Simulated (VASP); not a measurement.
# AlN (P6_3mc) in VASP: a series of runs

Runs on AlN. Level: HSE06. Tasks: single point.

Program: VASP 6.6.1. These are calculated values, not measurements. Logs are shortened: lines on timing, memory, paths and dates and some standing lists are left out, and cuts for length are marked.

## Step 1: The cell of the first run

Symmetry: P6_3mc, No. 186, hexagonal system. The conventional cell has a = 3.153 Å, b = 3.153 Å, c = 4.936 Å, α = 90.00°, β = 90.00°, γ = 120.00°. Within 2.5 Å of Al (site symmetry 3m) lie 4 N at 1.90 to 1.91 Å. Within 2.5 Å of N (site symmetry 3m) lie 4 Al at 1.90 to 1.91 Å.

## Step 2: Single point, HSE06 (epitaxial xy strain +1.5%)

POSCAR reads:

```
AlN
1.0
    3.1532941678      0.0000000000      0.0000000000
   -1.5766470839      2.7308328549      0.0000000000
    0.0000000000      0.0000000000      4.9360797740
Al N
2 2
Direct
    0.3333333333      0.6666666667     -0.0053356497
    0.6666666667      0.3333333333      0.4946643503
    0.3333333333      0.6666666667      0.3803356497
    0.6666666667      0.3333333333      0.8803356497
```

INCAR.step1 reads:

```
SYSTEM = AlN
  PREC = Accurate
  ENCUT = 520
  EDIFF = 1E-5
  ISMEAR = 0
  SIGMA = 0.01
  LREAL = .FALSE.
  LASPH = .TRUE.
  NELM = 80
  ALGO = Normal
  ISIF = 2
  LWAVE = .TRUE.
  NBANDS = 16
  GGA = PE
```

INCAR.step2 reads:

```
SYSTEM = AlN
  PREC = Accurate
  ENCUT = 520
  EDIFF = 1E-6
  ISMEAR = 0
  SIGMA = 0.01
  LREAL = .FALSE.
  LASPH = .TRUE.
  NELM = 80
  ALGO = Normal
  ISIF = 2
  LWAVE = .FALSE.
  LCHARG = .TRUE.
  GGA = PE
  LHFCALC = .TRUE.
  HFSCREEN = 0.2079
  PRECFOCK = Normal
  LELF = .TRUE.
  LVHAR = .TRUE.
  NBANDS = 16
  ISTART = 1
```

KPOINTS reads:

```
regular mesh
0
G
  6 6 4
  0 0 0
```

Potentials or basis: VASP PAW PBE potentials, release 64 (Al, N).

The run is started by

```sh
cat potpaw_PBE.64/Al/POTCAR potpaw_PBE.64/N/POTCAR > POTCAR
cp INCAR.step1 INCAR
mpirun -np 1 vasp_std > vasp.out
cp INCAR.step2 INCAR
mpirun -np 1 vasp_std > vasp.out
```

OUTCAR:

```text
SYSTEM = AlN
   PREC = Accurate
   ENCUT = 520
   EDIFF = 1E-6
   ISMEAR = 0
   LREAL = .FALSE.
   LASPH = .TRUE.
   NELM = 80
   ISIF = 2
   GGA = PE
   LHFCALC = .TRUE.
   HFSCREEN = 0.2079
   PRECFOCK = Normal
   ISTART = 1

 ion  position               nearest neighbor table
   1  0.333  0.667  0.995-   3 1.90   4 1.91   4 1.91   4 1.91   2 3.07   2 3.07   2 3.07   2 3.07
                             2 3.07   2 3.07
   2  0.667  0.333  0.495-   4 1.90   3 1.91   3 1.91   3 1.91   1 3.07   1 3.07   1 3.07   1 3.07
                             1 3.07   1 3.07
   3  0.333  0.667  0.380-   1 1.90   2 1.91   2 1.91   2 1.91
   4  0.667  0.333  0.880-   2 1.90   1 1.91   1 1.91   1 1.91

  LATTYP: Found a hexagonal cell.
 ALAT       =     3.1532941678
 C/A-ratio  =     1.5653724364

  Lattice vectors:

 A1 = (   3.1532941678,   0.0000000000,   0.0000000000)
 A2 = (  -1.5766470839,   2.7308328549,   0.0000000000)
 A3 = (   0.0000000000,   0.0000000000,   4.9360797740)

Analysis of symmetry for initial positions (statically):
=====================================================================
 Subroutine PRICEL returns:
 Original cell was already a primitive cell.

 Routine SETGRP: Setting up the symmetry group for a
 hexagonal supercell.

 Subroutine GETGRP returns: Found 12 space group operations
 (whereof  6 operations were pure point group operations)
 out of a pool of 24 trial point group operations.

The static configuration has the point symmetry C_3v.
 The point group associated with its full space group is C_6v.

Analysis of symmetry for dynamics (positions and initial velocities):
=====================================================================
 Subroutine PRICEL returns:
 Original cell was already a primitive cell.

 Routine SETGRP: Setting up the symmetry group for a
 hexagonal supercell.

 Subroutine GETGRP returns: Found 12 space group operations
 (whereof  6 operations were pure point group operations)
 out of a pool of 24 trial point group operations.

The dynamic configuration has the point symmetry C_3v.
 The point group associated with its full space group is C_6v.

 Subroutine INISYM returns: Found 12 space group operations
 (whereof  6 operations are pure point group operations),
 and found     1 'primitive' translations

[... 103 lines left out ...]
   TEBEG  =    0.0;   TEEND  =   0.0 temperature during run
   PSTRESS=    0.0 pullay stress
   NELECT =      16.0000    total number of electrons
   NUPDOWN=      -1.0000    fix difference up-down
   EMIN   =  10.00;   EMAX   =-10.00  energy-range for DOS
   EFERMI =   0.00;   METHOD = LEGACY
   ISMEAR =     0;   SIGMA  =   0.01  broadening in eV -4-tet -1-fermi 0-gaus
   EFERMI_NEDOS =   21; number of points for ismear=-14 and -15
   IALGO  =     38    algorithm
   IMIX   =      1    mixing-type and parameters
     AMIX     =   0.40;   BMIX     =  1.00
     AMIX_MAG =   1.60;   BMIX_MAG =  1.00
  volume/ion in A,a.u.               =      10.63        71.71
  Fermi-wavevector in a.u.,A,eV,Ry     =   1.182046  2.233742 19.010493  1.397232
  Thomas-Fermi vector in A             =   2.318307
   LORBIT       =      0    0 simple, 1 ext, 2 COOP (PROOUT), +10 PAW based schemes
   GGA     = PE    functional components
   LHFCALC =     T    Hartree Fock is set to
   PRECFOCK=normal    Normal, Fast or Accurate (Low or Medium for compatibility)
   ENCUT4O =  -1.0   cutoff for four orbital integrals eV
   NKREDX  =     1    reduce k-point grid by
   NKREDY  =     1    reduce k-point grid by
   NKREDZ  =     1    reduce k-point grid by
   AEXX    =    0.2500 exact exchange contribution
   HFSCREEN=    0.2079 screening length (either q_TF or 0.3 A-1)
   HFSCREENC=   0.2079 screening length for correlation (either q_TF or 0.3 A-1)
   ENCUTFOCK=  -1.0 apply spherical cutoff to Coloumb kernel
   IVDW    =     0    specifies the selected vdW correction
   LEPSILON=     F    determine dielectric tensor
   LRPA    =     F    only Hartree local field effects (RPA)
 non-spin polarized calculation
 Gauss-broadening in eV      SIGMA  =   0.01
  energy-cutoff  :      520.00
  volume of cell :       42.51
 maximum number of plane-waves:      1164
 NGX is ok and might be reduce to    24
  NGX = 18; NGY = 18; NGZ = 28

 number of electron      16.0000001 magnetization

 Free energy of the ion-electron system (eV)
  ---------------------------------------------------
  ext. energy  EPLUGINS =         0.00000000
  ---------------------------------------------------
  free energy    TOTEN  =       -34.86420818 eV

  energy without entropy =      -34.86420818  energy(sigma->0) =      -34.86420818

 E-fermi :   5.2627     XC(G=0):  -8.9362

 val. band max:        5.2194869717   @ k =   0.0000   0.0000   0.0000
 cond. band min:      10.4868140322   @ k =   0.0000   0.0000   0.0000
 fundamental gap:      5.2673270605
 Fermi energy:         5.2627066406

 k-point     1 :       0.0000    0.0000    0.0000
  band No.  band energies     occupation
      1     -11.5099      2.00000
      2      -9.1785      2.00000
      3      -1.2558      2.00000
      4       4.0214      2.00000
      5       4.0214      2.00000
      6       4.8128      2.00000
[... 376 lines left out ...]
      3      -0.1809      2.00000
      4      -0.1809      2.00000
      5       0.9880      2.00000
      6       0.9880      2.00000
[... 8 lines left out ...]
     15      20.4788      0.00000
     16      20.4788      0.00000

------------------------ aborting loop because EDIFF is reached ----------------------------------------

  FORCE on cell =-STRESS in cart. coord.  units (eV):
  Direction    XX          YY          ZZ          XY          YZ          ZX
  --------------------------------------------------------------------------------------
  -------------------------------------------------------------------------------------
  Total       -2.0231497     -2.0231497     -0.2410062      0.0000000      0.0000000     -0.0000000
  in kB      -76.2600047    -76.2600047     -9.0844164      0.0000000      0.0000000     -0.0000000
  external PRESSURE =     -53.8681419 kB  Pullay stress =       0.0000000 kB

 VOLUME and BASIS-vectors are now :
 -----------------------------------------------------------------------------
  energy-cutoff  :      520.00
  volume of cell :       42.51
      direct lattice vectors                 reciprocal lattice vectors
     3.153294168  0.000000000  0.000000000     0.317128675  0.183094326  0.000000000
    -1.576647084  2.730832855  0.000000000     0.000000000  0.366188651  0.000000000
     0.000000000  0.000000000  4.936079774     0.000000000  0.000000000  0.202589919

 POSITION                                       TOTAL-FORCE (eV/Angst)
 -----------------------------------------------------------------------------------
     -0.00000      1.82056      4.90974        -0.000000     -0.000000     -0.006917
      1.57665      0.91028      2.44170         0.000000      0.000000     -0.006917
     -0.00000      1.82056      1.87737        -0.000000     -0.000000      0.006917
      1.57665      0.91028      4.34541         0.000000      0.000000      0.006917
 -----------------------------------------------------------------------------------
    total drift:                                0.000000     -0.000000     -0.000339

  FREE ENERGIE OF THE ION-ELECTRON SYSTEM (eV)
  ---------------------------------------------------
  free  energy   TOTEN  =       -34.8642081834 eV

  energy  without entropy=      -34.8642081834  energy(sigma->0) =      -34.86420818
```

OSZICAR.step1:

```text
N       E                     dE             d eps       ncg     rms          rms(c)
DAV:   1     0.422062010140E+02    0.42206E+02   -0.73670E+03   672   0.895E+02
DAV:   2    -0.308237916899E+02   -0.73030E+02   -0.66627E+02   896   0.187E+02
DAV:   3    -0.344223589968E+02   -0.35986E+01   -0.35838E+01   880   0.427E+01
DAV:   4    -0.344448100520E+02   -0.22451E-01   -0.22450E-01   768   0.384E+00
DAV:   5    -0.344450971129E+02   -0.28706E-03   -0.28706E-03   856   0.435E-01    0.121E+01
DAV:   6    -0.297514210471E+02    0.46937E+01   -0.10612E+01   816   0.236E+01    0.411E+00
DAV:   7    -0.297777617679E+02   -0.26341E-01   -0.66737E-01   720   0.575E+00    0.292E+00
DAV:   8    -0.297708693872E+02    0.68924E-02   -0.63897E-02   728   0.233E+00    0.637E-01
DAV:   9    -0.297653591121E+02    0.55103E-02   -0.12966E-02   848   0.846E-01    0.254E-01
DAV:  10    -0.297660120699E+02   -0.65296E-03   -0.24572E-03   720   0.312E-01    0.140E-01
DAV:  11    -0.297659205081E+02    0.91562E-04   -0.19678E-04   760   0.108E-01    0.339E-02
DAV:  12    -0.297659240782E+02   -0.35701E-05   -0.12171E-05   648   0.280E-02
   1 F= -.29765924E+02 E0= -.29765924E+02  d E =-.125194E-21
```

Wall time 20 min (1 thread of Intel Xeon Platinum 8488C (Sapphire Rapids), shared host); peak memory 0.26 GiB.

What came out:

```yaml
Free_energy: -34.8642 eV
Pressure: -5.4 GPa
Largest_force: 0.007 eV/Å
Band_gap_on_the_k_mesh: 5.27 eV
```

Forces on the atoms (eV/Å):
```
Al   0.000  0.000 -0.007
Al   0.000  0.000 -0.007
N    0.000  0.000  0.007
N    0.000  0.000  0.007
```

Stress tensor (GPa, compression positive):
```
-7.63  0.00  0.00
 0.00 -7.63  0.00
 0.00  0.00 -0.91
```

Levels at points of the mesh, in eV from the valence-band top:
```csv
k point,band 4,band 5,band 6,band 7,band 8,band 9,band 10,band 11,band 12,band 13
"(0.00, 0.00, 0.00)",-1.20,-1.20,-0.41,-0.41,0.00,5.27,7.61,12.26,12.26,12.33
"(0.50, 0.00, 0.00)",-4.55,-3.72,-2.52,-1.97,-0.89,6.85,7.17,9.41,11.83,12.20
"(0.00, 0.00, 0.50)",-3.57,-0.82,-0.82,-0.82,-0.82,7.57,7.57,11.81,11.81,12.59
"(0.50, 0.00, 0.50)",-6.16,-1.79,-1.79,-1.51,-1.51,6.52,6.52,10.55,10.55,13.48
```

Caveat: the cell differs from its parent crystal (epitaxial xy strain +1.5%); the cell stands under tension; the PAW data sets were made with another functional, which shifts forces and pressure a little.

(Part 1 of 2 ends here.)
